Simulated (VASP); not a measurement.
A run of VASP 6.6.1 is set up as follows.

Contents of INCAR:

```
ALGO = Fast ; EDIFF = 1E-6
ENCUT = 520 ; GGA = PS
ISIF = 2 ; ISMEAR = 0
LASPH = T ; LCHARG = F
LREAL = F ; LWAVE = F
NBANDS = 18 ; NELM = 60
PREC = Accurate ; SIGMA = 0.15
```

The input KPOINTS:

```
k-points
0
Gamma
  14 14 14
```

POSCAR

```
ScAl3
1.0
    4.1053305968      0.0000000000      0.0000000000
    0.0000000000      4.1053305968      0.0000000000
    0.0000000000      0.0000000000      4.1053305968
Sc Al
1 3
Direct
    0.0000000000      0.0000000000      0.0000000000
    0.5000000000      0.0000000000      0.5000000000
    0.0000000000      0.5000000000      0.5000000000
    0.5000000000      0.5000000000      0.0000000000
```

Potentials or basis: VASP PAW PBE potentials, release 64 (Sc_sv, Al).

Run with:

```bash
$ cat potpaw_PBE.64/Sc_sv/POTCAR potpaw_PBE.64/Al/POTCAR > POTCAR
$ mpirun -np 1 vasp_std > vasp.out
```

**Question.** Predict the band gap on the k mesh.

**Answer.** Zero (bands 10 and 11 overlap by 3.92 eV).

**Question.** Predict the pressure.

**Answer.** -2.0 GPa.

Caveat: the PAW data sets were made with another functional, which shifts forces and pressure a little.
